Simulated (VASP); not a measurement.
A run of VASP 6.6.1:

INCAR

```
SYSTEM = KBr
  PREC = Accurate
  ENCUT = 520
  EDIFF = 1E-6
  ISMEAR = 0
  SIGMA = 0.05
  LREAL = .False.
  LASPH = .True.
  NELM = 80
  ALGO = Normal
  ISIF = 2
  LWAVE = .False.
  LCHARG = .False.
  GGA = PS
  NBANDS = 15
```

The input KPOINTS:

```
regular mesh
0
Gamma
  6 6 6
  0 0 0
```

The input POSCAR:

```
KBr
1.0
    0.0000000000      3.5559000000      3.5559000000
    3.5559000000      0.0000000000      3.5559000000
    3.5559000000      3.5559000000      0.0000000000
K Br
1 1
Direct
    0.0000000000      0.0000000000      0.0000000000
    0.5000000000      0.5000000000      0.5000000000
```

Potentials or basis: VASP PAW PBE potentials, release 64 (K_sv, Br).

The run is started by

```bash
$ cat potpaw_PBE.64/K_sv/POTCAR potpaw_PBE.64/Br/POTCAR > POTCAR
$ mpirun -np 1 vasp_std > vasp.out
```

Hardware: 1 thread of Intel(R) Xeon(R) 6975P-C (Granite Rapids) (shared host).

Q: Estimate the wall time of this run.

A: Run time: 15 s on 1 thread of Intel(R) Xeon(R) 6975P-C (Granite Rapids), with other jobs on the host, peak memory 0.23 GiB. Counts: scf iterations 14, k points 16.
